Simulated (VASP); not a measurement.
# Al3BSb2: relaxation of cell and atoms with PBE

The system is Al3BSb2.

```xyz
6
Lattice="-1.8600 5.5800 2.6300 1.8600 -5.5800 2.6300 1.8600 5.5800 -2.6300" Properties=species:S:1:pos:R:3 pbc="T T T"
Al    0.0000    1.8604    1.3150
Al    1.8600    3.7196   -1.3150
Al    0.0000    5.5800    1.3150
B     0.0000    0.0000    0.0000
Sb    0.0000    3.7196    0.0000
Sb    0.0000    7.4404    0.0000
```

* Program: VASP 6.6.1
* Task: relaxation of cell and atoms
* Functional: PBE
* Potentials or basis: VASP PAW PBE potentials, release 64 (Al, B, Sb)
* Cutoff: 600 eV
* k mesh: 5 × 5 × 5
* Occupations: gaussian, width 0.2 eV
* Spin: no spin polarisation
* Dipole correction: no
* Further INCAR settings: ALGO = Normal; EDIFF = 1e-06; IBRION = 2; EDIFFG = -0.08; NSW = 36; ISIF = 3

| Item | Value |
| --- | --- |
| Relaxed volume | 23.56 Å³/atom |
| Relaxed cell | a = 7.167 Å, b = 7.167 Å, c = 7.167 Å, α = 149.27°, β = 59.18°, γ = 130.76° |
| Space group after relaxing (to 0.1 Å) | Imm2 (No. 44) |
| Energy gained by relaxing | 1233.7 meV/atom |
| Ionic steps | 16 |
| Pressure after relaxing | 0.0 GPa |
| Largest force after relaxing | 0.071 eV/Å |
| Band gap on the k mesh | zero (bands 11 and 12 overlap by 1.72 eV) |

Forces on the atoms (eV/Å):
```
Al   0.000 -0.011 -0.032
Al   0.000  0.011 -0.032
Al   0.000  0.000  0.063
B    0.000  0.000  0.071
Sb   0.000 -0.018 -0.035
Sb   0.000  0.018 -0.035
```

Stress tensor (GPa, compression positive):
```
-0.03  0.00  0.00
 0.00 -0.14  0.00
 0.00  0.00  0.15
```

The path:
```csv
step,energy change (eV),largest force (eV/Å),pressure (GPa),volume (Å³)
1,0.0000,6.5462,43.17,109.18
2,-4.3922,0.5129,-9.15,206.44
3,-6.1599,1.5657,-2.80,159.00
4,-6.1642,1.6235,-2.34,157.55
5,-6.1640,1.6695,-1.97,156.43
6,-6.5565,1.4032,-1.36,151.68
7,-6.9501,2.2355,3.24,138.01
8,-7.0038,1.0331,0.92,142.94
9,-7.0216,1.3244,1.53,141.42
10,-7.2737,0.6569,0.05,142.88
11,-7.3086,0.5300,-0.38,143.59
12,-7.3698,0.4718,-0.23,142.40
13,-7.3753,0.5028,-0.13,141.95
14,-7.3943,0.1943,0.07,141.31
15,-7.3952,0.1721,0.13,141.14
16,-7.4020,0.0710,-0.01,141.37
```

Final structure:
```xyz
6
Lattice="-1.8991 6.2322 2.9860 1.8991 -6.2322 2.9860 1.8991 6.2322 -2.9860" Properties=species:S:1:pos:R:3 pbc="T T T"
Al    0.0000    1.6942    1.1331
Al    1.8991    4.5380   -1.8528
Al    0.0000    6.2322    2.0441
B     0.0000    0.0000    5.8942
Sb    0.0000    4.2326    0.1232
Sb    0.0000    8.2319    0.1232
```

Levels at points of the mesh, in eV from the Fermi level:
```
           k point  band 9  band 10  band 11  band 12  band 13  band 14
(0.00, 0.00, 0.00)    0.44     0.54     0.88     1.72     2.66     3.69
```

Run time: 18 min on 1 thread of Intel(R) Xeon(R) Platinum 8488C (Sapphire Rapids) (shared host), peak memory 0.46 GiB.

Caveat: the volume moved by over 15 % at a fixed basis, so the end points are rough; spin-orbit coupling is left out, which moves the levels of the heavy elements; the relaxation stopped at a loose force limit of 0.08 eV/Å, so its end isn't a converged minimum.
